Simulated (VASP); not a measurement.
# W (Im-3m) in VASP: further runs

The runs below take W through single point, with r2SCAN, PBEsol.

Program: VASP 6.6.1. These are calculated values, not measurements. Logs are shortened: lines on timing, memory, paths and dates and some standing lists are left out, and cuts for length are marked.

## (1) The cell of the first run

It takes space group Im-3m (No. 229, cubic). The conventional cell has a = 3.154 Å, b = 3.154 Å, c = 3.154 Å, α = 90.00°, β = 90.00°, γ = 90.00°. W (site symmetry m-3m) has 14 W at 2.73 to 3.15 Å within 3.6 Å.

## (2) Single point, r2SCAN

The input, POSCAR:

```
W
1.0
   -1.5771737541      1.5771737541      1.5771737541
    1.5771737541     -1.5771737541      1.5771737541
    1.5771737541      1.5771737541     -1.5771737541
W
1
Direct
    0.0000000000      0.0000000000      0.0000000000
```

The input, INCAR.step1:

```
PREC = Accurate ; ENCUT = 520
ISMEAR = 0 ; SIGMA = 0.1
LREAL = False ; LASPH = True
NELM = 80 ; NBANDS = 13
GGA = PE ; ALGO = Normal
EDIFF = 1E-4 ; LWAVE = True
LCHARG = False
```

The input, INCAR.step2:

```
PREC = Accurate ; ENCUT = 520
EDIFF = 1E-6 ; ISMEAR = 0
SIGMA = 0.1 ; LREAL = False
LASPH = True ; NELM = 80
ALGO = Normal ; ISIF = 2
LWAVE = False ; LCHARG = True
METAGGA = R2SCAN ; LMIXTAU = True
LELF = True ; LVHAR = True
NBANDS = 13 ; ISTART = 1
```

The input, KPOINTS:

```
Automatic mesh
0
Gamma
  18 18 18
```

Potentials or basis: VASP PAW PBE potentials, release 64 (W_sv).

On the command line:

```sh
$ cat potpaw_PBE.64/W_sv/POTCAR > POTCAR
$ cp INCAR.step1 INCAR
$ mpirun -np 1 vasp_std > vasp.out
$ cp INCAR.step2 INCAR
$ mpirun -np 1 vasp_std > vasp.out
```

OUTCAR:

```text
PREC = Accurate
   ENCUT = 520
   EDIFF = 1E-6
   ISMEAR = 0
   LREAL = False
   LASPH = True
   NELM = 80
   ISIF = 2
   METAGGA = R2SCAN
   ISTART = 1

 ion  position               nearest neighbor table
   1  0.000  0.000  0.000-

  LATTYP: Found a body centered cubic cell.
 ALAT       =     3.1543475082

  Lattice vectors:

 A1 = (  -1.5771737541,   1.5771737541,   1.5771737541)
 A2 = (   1.5771737541,  -1.5771737541,   1.5771737541)
 A3 = (   1.5771737541,   1.5771737541,  -1.5771737541)

Analysis of symmetry for initial positions (statically):
=====================================================================
 Subroutine PRICEL returns:
 Original cell was already a primitive cell.

 Routine SETGRP: Setting up the symmetry group for a
 body centered cubic supercell.

 Subroutine GETGRP returns: Found 48 space group operations
 (whereof 48 operations were pure point group operations)
 out of a pool of 48 trial point group operations.

The static configuration has the point symmetry O_h .

Analysis of symmetry for dynamics (positions and initial velocities):
=====================================================================
 Subroutine PRICEL returns:
 Original cell was already a primitive cell.

 Routine SETGRP: Setting up the symmetry group for a
 body centered cubic supercell.

 Subroutine GETGRP returns: Found 48 space group operations
 (whereof 48 operations were pure point group operations)
 out of a pool of 48 trial point group operations.

The dynamic configuration has the point symmetry O_h .

 Subroutine INISYM returns: Found 48 space group operations
 (whereof 48 operations are pure point group operations),
 and found     1 'primitive' translations

----------------------------------------------------------------------------------------

                                     Primitive cell

  volume of cell :      15.6927

  direct lattice vectors                    reciprocal lattice vectors
    -1.577173754  1.577173754  1.577173754     0.000000000  0.317022775  0.317022775
     1.577173754 -1.577173754  1.577173754     0.317022775  0.000000000  0.317022775
     1.577173754  1.577173754 -1.577173754     0.317022775  0.317022775  0.000000000

  length of vectors
     2.731745074  2.731745074  2.731745074     0.448337908  0.448337908  0.448337908

  position of ions in fractional coordinates (direct lattice)
     0.000000000  0.000000000  0.000000000

  ion indices of the primitive-cell ions
   primitive index   ion index
                 1           1

----------------------------------------------------------------------------------------

 KPOINTS: Automatic mesh

Automatic generation of k-mesh.
 Grid dimensions read from file:
 generate k-points for:   18   18   18

 Generating k-lattice:

  Cartesian coordinates                     Fractional coordinates (reciprocal lattice)
     0.000000000  0.017612376  0.017612376     0.055555556  0.000000000  0.000000000
     0.017612376  0.000000000  0.017612376     0.000000000  0.055555556  0.000000000
     0.017612376  0.017612376  0.000000000     0.000000000  0.000000000  0.055555556

  Length of vectors
     0.024907662  0.024907662  0.024907662

  Shift w.r.t. Gamma in fractional coordinates (k-lattice)
     0.000000000  0.000000000  0.000000000

 Subroutine IBZKPT returns following result:
 ===========================================

 Found    195 irreducible k-points:

 Following reciprocal coordinates:
            Coordinates               Weight
  0.000000  0.000000  0.000000      1.000000
  0.055556  0.000000  0.000000     12.000000
  0.111111  0.000000  0.000000     12.000000
  0.166667  0.000000  0.000000     12.000000
  0.222222  0.000000  0.000000     12.000000
  0.277778  0.000000  0.000000     12.000000
[... 16 lines left out ...]
  0.333333  0.111111  0.000000     48.000000
  0.388889  0.111111  0.000000     48.000000
 [... further k-points ...]
   k-points           NKPTS =    195   k-points in BZ     NKDIM =    195   number of bands    NBANDS=     13
   number of dos      NEDOS =    301   number of ions     NIONS =      1
   total plane-waves  NPLWV =   8000
   dimension x,y,z NGX =    20 NGY =   20 NGZ =   20
   dimension x,y,z NGXF=    40 NGYF=   40 NGZF=   40
   ions per type =               1
   NGX,Y,Z   is equivalent  to a cutoff of  12.17, 12.17, 12.17 a.u.
   NGXF,Y,Z  is equivalent  to a cutoff of  24.34, 24.34, 24.34 a.u.
 SYSTEM =  unknown system
   PREC   = accura    normal or accurate (medium, high low for compatibility)
   ISTART =      1    job   : 0-new  1-cont  2-samecut
   ICHARG =      0    charge: 1-file 2-atom 10-const
   ISPIN  =      1    spin polarized calculation?
   LNONCOLLINEAR =      F non collinear calculations
   LSORBIT =      F    spin-orbit coupling
   LASPH  =      T    aspherical Exc in radial PAW
   ENCUT  =  520.0 eV  38.22 Ry    6.18 a.u.   5.08  5.08  5.08*2*pi/ulx,y,z
   NELM   =     80;   NELMIN=  2; NELMDL=  0     # of ELM steps
   EDIFF  = 0.1E-05   stopping-criterion for ELM
   LREAL  =      F    real-space projection
   EDIFFG = 0.1E-04   stopping-criterion for IOM
   NSW    =      0    number of steps for IOM
   IBRION =     -1    ionic relax: 0-MD 1-quasi-New 2-CG
   NFREE  =      0    steps in history (QN), initial steepest desc. (CG)
   ISIF   =      2    stress and relaxation
   ISYM   =      2    0-nonsym 1-usesym 2-fastsym
   POTIM  = 0.5000    time-step for ionic-motion
   TEBEG  =    0.0;   TEEND  =   0.0 temperature during run
   PSTRESS=    0.0 pullay stress
   NELECT =      14.0000    total number of electrons
   NUPDOWN=      -1.0000    fix difference up-down
   EMIN   =  10.00;   EMAX   =-10.00  energy-range for DOS
   EFERMI =   0.00;   METHOD = LEGACY
   ISMEAR =     0;   SIGMA  =   0.10  broadening in eV -4-tet -1-fermi 0-gaus
   EFERMI_NEDOS =   21; number of points for ismear=-14 and -15
   IALGO  =     38    algorithm
   IMIX   =      4    mixing-type and parameters
     AMIX     =   0.40;   BMIX     =  1.00
     AMIX_MAG =   1.60;   BMIX_MAG =  1.00
  volume/ion in A,a.u.               =      15.69       105.90
  Fermi-wavevector in a.u.,A,eV,Ry     =   1.575982  2.978174 33.793060  2.483720
  Thomas-Fermi vector in A             =   2.676884
   LORBIT       =      0    0 simple, 1 ext, 2 COOP (PROOUT), +10 PAW based schemes
   METAGGA = R2SCAN    functional components
   LHFCALC =     F    Hartree Fock is set to
   AEXX    =    0.0000 exact exchange contribution
   IVDW    =     0    specifies the selected vdW correction
   LEPSILON=     F    determine dielectric tensor
   LRPA    =     F    only Hartree local field effects (RPA)
 non-spin polarized calculation
 Gauss-broadening in eV      SIGMA  =   0.10
  energy-cutoff  :      520.00
  volume of cell :       15.69
 maximum number of plane-waves:       434
   NGX = 11   NGY = 11   NGZ = 11

 number of electron      14.0000005 magnetization

 Free energy of the ion-electron system (eV)
  ---------------------------------------------------
  ext. energy  EPLUGINS =         0.00000000
  ---------------------------------------------------
  free energy    TOTEN  =       -51.34291306 eV

  energy without entropy =      -51.33946012  energy(sigma->0) =      -51.34118659

 E-fermi :  11.4303     XC(G=0): -15.0238

 val. band max:       11.4267112124   @ k =   0.5000   0.5000   0.0556
 cond. band min:      11.4424197924   @ k =  -0.3889   0.3889   0.2778
 fundamental gap:      0.0157085800
 Fermi energy:        11.4302846376

 k-point     1 :       0.0000    0.0000    0.0000
  band No.  band energies     occupation
      1     -64.6578      2.00000
      2     -27.5018      2.00000
      3     -27.5018      2.00000
      4     -27.5018      2.00000
      5       1.2508      2.00000
      6      10.1389      2.00000
      7      10.1389      2.00000
      8      10.1389      2.00000
      9      14.0256      0.00000
     10      14.0256      0.00000
     11      26.7172      0.00000
     12      26.7173      0.00000
     13      26.7173      0.00000

 k-point     2 :       0.0556    0.0000    0.0000
  band No.  band energies     occupation
      1     -64.6531      2.00000
      2     -27.5484      2.00000
      3     -27.5162      2.00000
      4     -27.5021      2.00000
      5       1.4093      2.00000
      6      10.0405      2.00000
      7      10.1159      2.00000
      8      10.2913      2.00000
      9      13.8639      0.00000
     10      14.0247      0.00000
     11      26.8537      0.00000
     12      26.9872      0.00000
     13      27.1067      0.00000

 k-point     3 :       0.1111    0.0000    0.0000
  band No.  band energies     occupation
      1     -64.6395      2.00000
      2     -27.6809      2.00000
      3     -27.5572      2.00000
      4     -27.5028      2.00000
      5       1.8670      2.00000
      6       9.7691      2.00000
      7      10.0197      2.00000
      8      10.7431      2.00000
      9      13.5158      0.00000
     10      14.0304      0.00000
     11      27.1952      0.00000
     12      27.7716      0.00000
     13      28.0942      0.00000

 k-point     4 :       0.1667    0.0000    0.0000
  band No.  band energies     occupation
      1     -64.6185      2.00000
      2     -27.8798      2.00000
      3     -27.6196      2.00000
      4     -27.5039      2.00000
      5       2.5661      2.00000
      6       9.3823      2.00000
      7       9.8083      2.00000
      8      11.4786      0.49438
      9      13.2520      0.00000
     10      14.0632      0.00000
     11      27.4954      0.00000
     12      29.0062      0.00000
     13      29.1435      0.00000

 k-point     5 :       0.2222    0.0000    0.0000
  band No.  band energies     occupation
      1     -64.5928      2.00000
      2     -28.1174      2.00000
      3     -27.6952      2.00000
      4     -27.5053      2.00000
      5       3.3948      2.00000
      6       8.9476      2.00000
      7       9.5478      2.00000
      8      12.4700      0.00000
      9      13.2290      0.00000
     10      14.1447      0.00000
     11      27.3182      0.00000
     12      29.3014      0.00000
     13      30.6115      0.00000
[... 257 lines left out ...]
 k-point    22 :       0.2778    0.1111    0.0000
  band No.  band energies     occupation
      1     -64.5325      2.00000
      2     -28.5852      2.00000
      3     -27.8775      2.00000
      4     -27.5683      2.00000
      5       5.0954      2.00000
      6       8.1983      2.00000
      7       9.3142      2.00000
      8      13.3053      0.00000
      9      14.7756      0.00000
     10      15.7228      0.00000
     11      25.4431      0.00000
     12      26.9486      0.00000
     13      31.6422      0.00000

 k-point    23 :       0.3333    0.1111    0.0000
  band No.  band energies     occupation
      1     -64.5125      2.00000
      2     -28.7363      2.00000
      3     -27.9504      2.00000
      4     -27.5712      2.00000
      5       5.2710      2.00000
      6       7.9494      2.00000
      7       9.9926      2.00000
      8      13.6038      0.00000
      9      14.9223      0.00000
     10      17.0776      0.00000
     11      24.2155      0.00000
     12      25.5401      0.00000
     13      30.2634      0.00000

 k-point    24 :       0.3889    0.1111    0.0000
  band No.  band energies     occupation
      1     -64.4995      2.00000
      2     -28.8333      2.00000
      3     -27.9980      2.00000
      4     -27.5728      2.00000
      5       5.2679      2.00000
      6       7.7968      2.00000
      7      10.7390      2.00000
      8      13.7137      0.00000
      9      15.1413      0.00000
     10      18.1659      0.00000
     11      23.1060      0.00000
     12      24.6904      0.00000
     13      29.1933      0.00000

 [... further k-points ...]
[... 5 lines left out ...]
  --------------------------------------------------------------------------------------
  -------------------------------------------------------------------------------------
  Total        0.5566504      0.5566504      0.5566504      0.0000000      0.0000000      0.0000000
  in kB       56.8322045     56.8322045     56.8322045      0.0000000      0.0000000      0.0000000
  external PRESSURE =      56.8322045 kB  Pullay stress =       0.0000000 kB

 VOLUME and BASIS-vectors are now :
 -----------------------------------------------------------------------------
  energy-cutoff  :      520.00
  volume of cell :       15.69
      direct lattice vectors                 reciprocal lattice vectors
    -1.577173754  1.577173754  1.577173754     0.000000000  0.317022775  0.317022775
     1.577173754 -1.577173754  1.577173754     0.317022775  0.000000000  0.317022775
     1.577173754  1.577173754 -1.577173754     0.317022775  0.317022775  0.000000000

 POSITION                                       TOTAL-FORCE (eV/Angst)
 -----------------------------------------------------------------------------------
      0.00000      0.00000      0.00000        -0.000000     -0.000000     -0.000000
 -----------------------------------------------------------------------------------
    total drift:                                0.000000     -0.000000      0.000000

  FREE ENERGIE OF THE ION-ELECTRON SYSTEM (eV)
  ---------------------------------------------------
  free  energy   TOTEN  =       -51.3429130573 eV

  energy  without entropy=      -51.3394601189  energy(sigma->0) =      -51.34118659
```

Run time: 79 s. Hardware: 1 thread of Intel Xeon Platinum 8375C at 2.90GHz (Ice Lake), shared host; peak memory 0.16 GiB.

Results:

* Free energy: -51.3429 eV
* Pressure: 5.7 GPa
* Band gap on the k mesh: zero (bands 7 and 8 overlap by 6.71 eV)

Levels at points of the mesh, in eV from the Fermi level:
| k point | band 3 | band 4 | band 5 | band 6 | band 7 | band 8 | band 9 | band 10 | band 11 | band 12 |
| --- | --- | --- | --- | --- | --- | --- | --- | --- | --- | --- |
| (0.00, 0.00, 0.00) | -38.93 | -38.93 | -10.18 | -1.29 | -1.29 | -1.29 | 2.60 | 2.60 | 15.29 | 15.29 |
| (0.50, 0.00, 0.00) | -39.39 | -38.94 | -6.62 | -3.79 | 0.57 | 2.44 | 3.51 | 6.44 | 11.84 | 12.11 |
| (0.50, 0.50, 0.50) | -39.92 | -39.92 | -6.10 | -6.10 | 5.42 | 5.42 | 5.42 | 8.64 | 8.64 | 8.64 |

Caveat: the cell stands under pressure; the PAW data sets were made with another functional, which shifts forces and pressure a little; spin-orbit coupling is left out, which moves the levels of the heavy elements.

## (3) Single point, PBEsol, non-collinear spin, zero start, spin-orbit coupling

The input, INCAR:

```
PREC = Accurate
ENCUT = 520
EDIFF = 1E-6
ISMEAR = 0
SIGMA = 0.1
LREAL = F
LASPH = T
NELM = 150
ALGO = Fast
ISIF = 2
LWAVE = F
LCHARG = F
MAGMOM = 0 0 0
LORBIT = 11
LSORBIT = T
GGA_COMPAT = F
LORBMOM = T
LMAXMIX = 4
GGA = PS
NBANDS = 25
```

KPOINTS is that of step 2.

POSCAR is that of step 2.

Potentials or basis: VASP PAW PBE potentials, release 64 (W_sv).

On the command line:

```sh
$ cat potpaw_PBE.64/W_sv/POTCAR > POTCAR
$ mpirun -np 1 vasp_ncl > vasp.out
```

Run time: 2 min. Hardware: 1 thread of Intel Xeon Platinum 8375C at 2.90GHz (Ice Lake), shared host; peak memory 0.24 GiB.

It converged, with:

- Free energy: -14.6258 eV
- Pressure: 1.7 GPa
- Net moment: 0.00 μB per cell
- Valence electrons inside the program's atomic spheres: W 12.14

Moments on the atoms (μB; x, y, z):
```
W   0.00 0.00 0.00
```

Caveat: the PAW data sets were made with another functional, which shifts forces and pressure a little.
